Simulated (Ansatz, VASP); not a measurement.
This is a calculation of As for VASP 6.6.1.

Contents of POSCAR:

```
As
1.0
    1.8807968987      1.0858785957      3.5140619945
   -1.8807968987      1.0858785957      3.5140619945
    0.0000000000     -2.1717571915      3.5140619945
As
2
Direct
    0.2260000000      0.2260000000      0.2260000000
    0.7740000000      0.7740000000      0.7740000000
```

File INCAR.step1:

```
SYSTEM = As
PREC = Accurate ; ENCUT = 520
EDIFF = 1E-5 ; ISMEAR = -1
SIGMA = 0.05 ; LREAL = .False.
LASPH = .True. ; NELM = 100
ALGO = Normal ; ISIF = 2
LWAVE = .True. ; NBANDS = 12
GGA = PE
```

The input INCAR.step2:

```
SYSTEM = As
PREC = Accurate ; ENCUT = 520
EDIFF = 1E-6 ; ISMEAR = -1
SIGMA = 0.05 ; LREAL = .False.
LASPH = .True. ; NELM = 100
ALGO = Normal ; ISIF = 2
LWAVE = .False. ; LCHARG = .True.
GGA = PE ; LHFCALC = .True.
AEXX = 0.25 ; PRECFOCK = Normal
LELF = .True. ; LVHAR = .True.
NBANDS = 12 ; ISTART = 1
```

Contents of KPOINTS:

```
regular mesh
0
Gamma
  4 4 4
  0 0 0
```

Potentials or basis: VASP PAW PBE potentials, release 64 (As).

The run is started by

```console
$ cat potpaw_PBE.64/As/POTCAR > POTCAR
$ cp INCAR.step1 INCAR
$ mpirun -np 1 vasp_std > vasp.out
$ cp INCAR.step2 INCAR
$ mpirun -np 1 vasp_std > vasp.out
```

Q: Set up the same calculation for Ansatz 0.2.0. Potentials there: Ansatz PAW.

A: As run (the cutoff follows the program's own potentials):

Contents of input.yaml:

```yaml
crystal:
  lattice:
    - [1.8807968987, 1.0858785957, 3.5140619945]
    - [-1.8807968987, 1.0858785957, 3.5140619945]
    - [0.0, -2.1717571915, 3.5140619945]
  atoms:
    - { symbol: As, position: [0.226, 0.226, 0.226] }
    - { symbol: As, position: [0.774, 0.774, 0.774] }
hamiltonian:
  xc: pbe0
  pseudopotentials: { kind: paw }
kpoints:
  mp_grid: { grid: [4, 4, 4] }
scf:
  occupations: { method: fermi_dirac, width: 0.05 }
output:
  forces: true
  stress: true
  eigenvalues: true
```

Potentials or basis: Ansatz PAW.

The run is started by

```sh
$ ansatz run input.yaml --threads 2 --pin off --max-ram 5632MiB --backend cpu --events-out ev --progress --plain --runs-dir out
```

Both were run:

|  | VASP | Ansatz | Ansatz less VASP |
| --- | --- | --- | --- |
| gap on the k mesh at the Fermi level (eV) | 1.04 | 0.92 | -0.125 |
| least direct gap on the mesh (eV) | 1.14 | 1.07 | -0.070 |
| pressure (GPa) | 0.5 | 1.0 | +0.45 |
| traceless stress, the component that is largest in VASP (GPa) | -1.46 | -1.45 | +0.007 |
| rms of the force components (eV/Å) | 0.115 | 0.122 | +0.0063 |

Atom by atom the forces differ by 0.006 eV/Å (rms over components). VASP's potentials hold 10 valence electrons a cell and Ansatz's 30, so a difference there can come from the potentials and not from the codes.

The k mesh is coarse, so the values compare programs but aren't converged.
